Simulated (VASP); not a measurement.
# TePb (Fm-3m) in VASP: notebook, part 2 of 3

VASP 6.6.1. The steps go on from the part before.

## (3) Single point, PBE

This run uses another cell than the first one, of 33.73 Å³/atom, 1.020 times its volume.

Contents of INCAR:

```
SYSTEM = TePb
PREC = Accurate
ENCUT = 520
EDIFF = 1E-7
ISMEAR = -1
SIGMA = 0.05
LREAL = .FALSE.
LASPH = .TRUE.
NELM = 100
ALGO = Normal
ISIF = 2
LWAVE = .FALSE.
LCHARG = .FALSE.
GGA = PE
NBANDS = 17
```

Contents of KPOINTS:

```
Automatic mesh
0
G
  7 7 7
  0 0 0
```

Contents of POSCAR:

```
TePb
1.0
    0.0000000000      3.2310000000      3.2310000000
    3.2310000000      0.0000000000      3.2310000000
    3.2310000000      3.2310000000      0.0000000000
Pb Te
1 1
Direct
    0.0000000000      0.0000000000      0.0000000000
    0.5000000000      0.5000000000      0.5000000000
```

Potentials or basis: VASP PAW PBE potentials, release 64 (Pb_d, Te).

Command:

```console
$ cat potpaw_PBE.64/Pb_d/POTCAR potpaw_PBE.64/Te/POTCAR > POTCAR
$ mpirun -np 1 vasp_std > vasp.out
```

OUTCAR:

```text
SYSTEM = TePb
   PREC = Accurate
   ENCUT = 520
   EDIFF = 1E-7
   ISMEAR = -1
   LREAL = .FALSE.
   LASPH = .TRUE.
   NELM = 100
   ISIF = 2
   GGA = PE

 ion  position               nearest neighbor table
   1  0.000  0.000  0.000-   2 3.23   2 3.23   2 3.23   2 3.23   2 3.23   2 3.23
   2  0.500  0.500  0.500-   1 3.23   1 3.23   1 3.23   1 3.23   1 3.23   1 3.23

  LATTYP: Found a face centered cubic cell.
 ALAT       =     6.4620000000

  Lattice vectors:

 A1 = (   0.0000000000,   3.2310000000,   3.2310000000)
 A2 = (   3.2310000000,   0.0000000000,   3.2310000000)
 A3 = (   3.2310000000,   3.2310000000,   0.0000000000)

Analysis of symmetry for initial positions (statically):
=====================================================================
 Subroutine PRICEL returns:
 Original cell was already a primitive cell.

 Routine SETGRP: Setting up the symmetry group for a
 face centered cubic supercell.

 Subroutine GETGRP returns: Found 48 space group operations
[... 9 lines left out ...]

 Routine SETGRP: Setting up the symmetry group for a
 face centered cubic supercell.

 Subroutine GETGRP returns: Found 48 space group operations
[... 11 lines left out ...]
                                     Primitive cell

  volume of cell :      67.4592

  direct lattice vectors                    reciprocal lattice vectors
     0.000000000  3.231000000  3.231000000    -0.154750851  0.154750851  0.154750851
     3.231000000  0.000000000  3.231000000     0.154750851 -0.154750851  0.154750851
     3.231000000  3.231000000  0.000000000     0.154750851  0.154750851 -0.154750851

  length of vectors
     4.569324020  4.569324020  4.569324020     0.268036337  0.268036337  0.268036337

  position of ions in fractional coordinates (direct lattice)
     0.000000000  0.000000000  0.000000000
     0.500000000  0.500000000  0.500000000

  ion indices of the primitive-cell ions
   primitive index   ion index
                 1           1
                 2           2

----------------------------------------------------------------------------------------

 KPOINTS: Automatic mesh

Automatic generation of k-mesh.
 Grid dimensions read from file:
 generate k-points for:    7    7    7

 Generating k-lattice:

  Cartesian coordinates                     Fractional coordinates (reciprocal lattice)
    -0.022107264  0.022107264  0.022107264     0.142857143  0.000000000  0.000000000
     0.022107264 -0.022107264  0.022107264     0.000000000  0.142857143  0.000000000
     0.022107264  0.022107264 -0.022107264     0.000000000  0.000000000  0.142857143

  Length of vectors
     0.038290905  0.038290905  0.038290905

  Shift w.r.t. Gamma in fractional coordinates (k-lattice)
     0.000000000  0.000000000  0.000000000

 Subroutine IBZKPT returns following result:
 ===========================================

 Found     20 irreducible k-points:

 Following reciprocal coordinates:
            Coordinates               Weight
  0.000000  0.000000  0.000000      1.000000
  0.142857  0.000000  0.000000      8.000000
  0.285714  0.000000  0.000000      8.000000
  0.428571  0.000000  0.000000      8.000000
  0.142857  0.142857  0.000000      6.000000
  0.285714  0.142857  0.000000     24.000000
[... 12 lines left out ...]
 -0.428571  0.428571  0.142857     24.000000
 -0.285714  0.428571  0.142857     24.000000
   k-points           NKPTS =     20   k-points in BZ     NKDIM =     20   number of bands    NBANDS=     17
   number of dos      NEDOS =    301   number of ions     NIONS =      2
   total plane-waves  NPLWV =  46656
   dimension x,y,z NGX =    36 NGY =   36 NGZ =   36
   dimension x,y,z NGXF=    72 NGYF=   72 NGZF=   72
   ions per type =               1   1
   NGX,Y,Z   is equivalent  to a cutoff of  13.10, 13.10, 13.10 a.u.
   NGXF,Y,Z  is equivalent  to a cutoff of  26.20, 26.20, 26.20 a.u.
 SYSTEM =  TePb
   PREC   = accura    normal or accurate (medium, high low for compatibility)
   ISTART =      0    job   : 0-new  1-cont  2-samecut
   ICHARG =      2    charge: 1-file 2-atom 10-const
   ISPIN  =      1    spin polarized calculation?
   LNONCOLLINEAR =      F non collinear calculations
   LSORBIT =      F    spin-orbit coupling
   LASPH  =      T    aspherical Exc in radial PAW
   ENCUT  =  520.0 eV  38.22 Ry    6.18 a.u.   8.50  8.50  8.50*2*pi/ulx,y,z
   NELM   =    100;   NELMIN=  2; NELMDL= -5     # of ELM steps
   EDIFF  = 0.1E-06   stopping-criterion for ELM
   LREAL  =      F    real-space projection
   EDIFFG = 0.1E-05   stopping-criterion for IOM
   NSW    =      0    number of steps for IOM
   IBRION =     -1    ionic relax: 0-MD 1-quasi-New 2-CG
   NFREE  =      0    steps in history (QN), initial steepest desc. (CG)
   ISIF   =      2    stress and relaxation
   ISYM   =      2    0-nonsym 1-usesym 2-fastsym
   POTIM  = 0.5000    time-step for ionic-motion
   TEBEG  =    0.0;   TEEND  =   0.0 temperature during run
   PSTRESS=    0.0 pullay stress
   NELECT =      20.0000    total number of electrons
   NUPDOWN=      -1.0000    fix difference up-down
   EMIN   =  10.00;   EMAX   =-10.00  energy-range for DOS
   EFERMI =   0.00;   METHOD = LEGACY
   ISMEAR =    -1;   SIGMA  =   0.05  broadening in eV -4-tet -1-fermi 0-gaus
   EFERMI_NEDOS =   21; number of points for ismear=-14 and -15
   IALGO  =     38    algorithm
   IMIX   =      4    mixing-type and parameters
     AMIX     =   0.40;   BMIX     =  1.00
     AMIX_MAG =   1.60;   BMIX_MAG =  1.00
  volume/ion in A,a.u.               =      33.73       227.62
  Fermi-wavevector in a.u.,A,eV,Ry     =   1.091619  2.062861 16.213147  1.191633
  Thomas-Fermi vector in A             =   2.227868
   LORBIT       =      0    0 simple, 1 ext, 2 COOP (PROOUT), +10 PAW based schemes
   GGA     = PE    functional components
[... 5 lines left out ...]
 non-spin polarized calculation
  energy-cutoff  :      520.00
  volume of cell :       67.46
 maximum number of plane-waves:      1837
 NGX is ok and might be reduce to    36
   NGX = 17   NGY = 17   NGZ = 17

 number of electron      20.0000003 magnetization

 Free energy of the ion-electron system (eV)
  ---------------------------------------------------
  ext. energy  EPLUGINS =         0.00000000
  ---------------------------------------------------
  free energy    TOTEN  =        -7.50259029 eV

  energy without entropy =       -7.50258782  energy(sigma->0) =       -7.50258906

 E-fermi :   6.0325     XC(G=0):  -9.3007

 val. band max:        5.5204758344   @ k =   0.4286   0.0000   0.0000
 cond. band min:       6.5315872625   @ k =   0.4286   0.0000   0.0000
 fundamental gap:      1.0111114281
 Fermi energy:         6.0324632744

 k-point     1 :       0.0000    0.0000    0.0000
  band No.  band energies     occupation
      1     -11.0960      2.00000
      2     -11.0960      2.00000
      3     -11.0868      2.00000
      4     -11.0868      2.00000
      5     -11.0868      2.00000
      6      -6.3951      2.00000
[... 9 lines left out ...]
     16      11.4203      0.00000
     17      12.9895      0.00000

 k-point     2 :       0.1429    0.0000    0.0000
  band No.  band energies     occupation
      1     -11.0984      2.00000
      2     -11.0984      2.00000
      3     -11.0862      2.00000
      4     -11.0839      2.00000
      5     -11.0839      2.00000
      6      -6.2206      2.00000
[... 9 lines left out ...]
     16      11.7987      0.00000
     17      14.2845      0.00000

 k-point     3 :       0.2857    0.0000    0.0000
  band No.  band energies     occupation
      1     -11.1048      2.00000
      2     -11.1048      2.00000
      3     -11.0852      2.00000
      4     -11.0765      2.00000
      5     -11.0765      2.00000
      6      -5.7276      2.00000
[... 312 lines left out ...]
 k-point    19 :      -0.4286    0.4286    0.1429
  band No.  band energies     occupation
      1     -11.1444      2.00000
      2     -11.0925      2.00000
      3     -11.0899      2.00000
      4     -11.0683      2.00000
      5     -11.0622      2.00000
      6      -4.7216      2.00000
[... 9 lines left out ...]
     16      15.8007      0.00000
     17      16.5765      0.00000

 k-point    20 :      -0.2857    0.4286    0.1429
  band No.  band energies     occupation
      1     -11.1382      2.00000
      2     -11.0979      2.00000
      3     -11.0823      2.00000
      4     -11.0752      2.00000
      5     -11.0623      2.00000
      6      -4.5910      2.00000
[... 9 lines left out ...]
     16      15.9319      0.00000
     17      16.4026      0.00000

------------------------ aborting loop because EDIFF is reached ----------------------------------------

  FORCE on cell =-STRESS in cart. coord.  units (eV):
  Direction    XX          YY          ZZ          XY          YZ          ZX
  --------------------------------------------------------------------------------------
  -------------------------------------------------------------------------------------
  Total        0.8731176      0.8731176      0.8731176      0.0000000      0.0000000     -0.0000000
  in kB       20.7368351     20.7368351     20.7368351      0.0000000      0.0000000     -0.0000000
  external PRESSURE =      20.7368351 kB  Pullay stress =       0.0000000 kB

 VOLUME and BASIS-vectors are now :
 -----------------------------------------------------------------------------
  energy-cutoff  :      520.00
  volume of cell :       67.46
      direct lattice vectors                 reciprocal lattice vectors
     0.000000000  3.231000000  3.231000000    -0.154750851  0.154750851  0.154750851
     3.231000000  0.000000000  3.231000000     0.154750851 -0.154750851  0.154750851
     3.231000000  3.231000000  0.000000000     0.154750851  0.154750851 -0.154750851

 POSITION                                       TOTAL-FORCE (eV/Angst)
 -----------------------------------------------------------------------------------
      0.00000      0.00000      0.00000         0.000000     -0.000000      0.000000
      3.23100      3.23100      3.23100        -0.000000      0.000000     -0.000000
 -----------------------------------------------------------------------------------
    total drift:                               -0.000000      0.000000      0.000000

  FREE ENERGIE OF THE ION-ELECTRON SYSTEM (eV)
  ---------------------------------------------------
  free  energy   TOTEN  =        -7.5025902947 eV

  energy  without entropy=       -7.5025878236  energy(sigma->0) =       -7.50258906
```

stdout:

```text
POSCAR found type information on POSCAR PbTe
 POSCAR found :  2 types and       2 ions
 scaLAPACK will be used
 LDA part: xc-table for (Slater+PW92), standard interpolation
 POSCAR, INCAR and KPOINTS ok, starting setup
 FFT: planning ... GRIDC
 FFT: planning ... GRID_SOFT
 FFT: planning ... GRID
 WAVECAR not read
 entering main loop
```

Wall time 23 s (1 thread of Intel Xeon Platinum 8259CL at 2.50GHz (Skylake/Cascade Lake), shared host); peak memory 0.2 GiB.

What came out:

| Property | Result |
| --- | --- |
| Free energy | -7.5026 eV |
| Pressure | 2.1 GPa |

Levels at points of the mesh, in eV from the Fermi level:
| k point | band 7 | band 8 | band 9 | band 10 | band 11 | band 12 | band 13 | band 14 |
| --- | --- | --- | --- | --- | --- | --- | --- | --- |
| (0.00, 0.00, 0.00) | -6.00 | -1.76 | -1.76 | -1.76 | 3.67 | 3.67 | 3.67 | 5.39 |

Caveat: this odd mesh misses L, where the gap lies, so gap, dielectric constants and Born charges aren't listed; spin-orbit coupling is left out, which moves the levels of the heavy elements.

## (4) Single point, PBE

This run uses another cell than the first one, of 33.73 Å³/atom, 1.020 times its volume.

Contents of INCAR:

```
PREC     = Accurate       # precision mode
ENCUT    = 520            # plane-wave cutoff, eV
EDIFF    = 1E-7           # SCF threshold, eV
ISMEAR   = -1             # smearing method
SIGMA    = 0.05           # smearing width, eV
LREAL    = F              # projectors in reciprocal space
LASPH    = T              # aspherical terms in the spheres
NELM     = 80             # most SCF steps
ALGO     = Normal         # electronic algorithm
ISIF     = 2              # what is computed and relaxed
LWAVE    = F              # write WAVECAR
LCHARG   = F              # write CHGCAR
GGA      = PE             # functional
NBANDS   = 17             # bands
```

Contents of KPOINTS:

```
regular mesh
0
Gamma
  7 7 7
```

POSCAR is that of step 3.

Command:

```console
$ cat potpaw_PBE.64/Pb_d/POTCAR potpaw_PBE.64/Te/POTCAR > POTCAR
$ mpirun -np 1 vasp_std > vasp.out
```

It took 23 s on 1 thread of Intel Xeon Platinum 8259CL at 2.50GHz (Skylake/Cascade Lake), shared host; peak memory 0.2 GiB.

It converged, with:

| Property | Result |
| --- | --- |
| Free energy | -7.5026 eV |
| Pressure | 2.1 GPa |

Levels at points of the mesh, in eV from the Fermi level:
| k point | band 8 | band 9 | band 10 | band 11 | band 12 | band 13 |
| --- | --- | --- | --- | --- | --- | --- |
| (0.00, 0.00, 0.00) | -1.76 | -1.76 | -1.76 | 3.67 | 3.67 | 3.67 |

Caveat: this odd mesh misses L, where the gap lies, so gap, dielectric constants and Born charges aren't listed; spin-orbit coupling is left out, which moves the levels of the heavy elements.

(Part 2 of 3 ends here.)
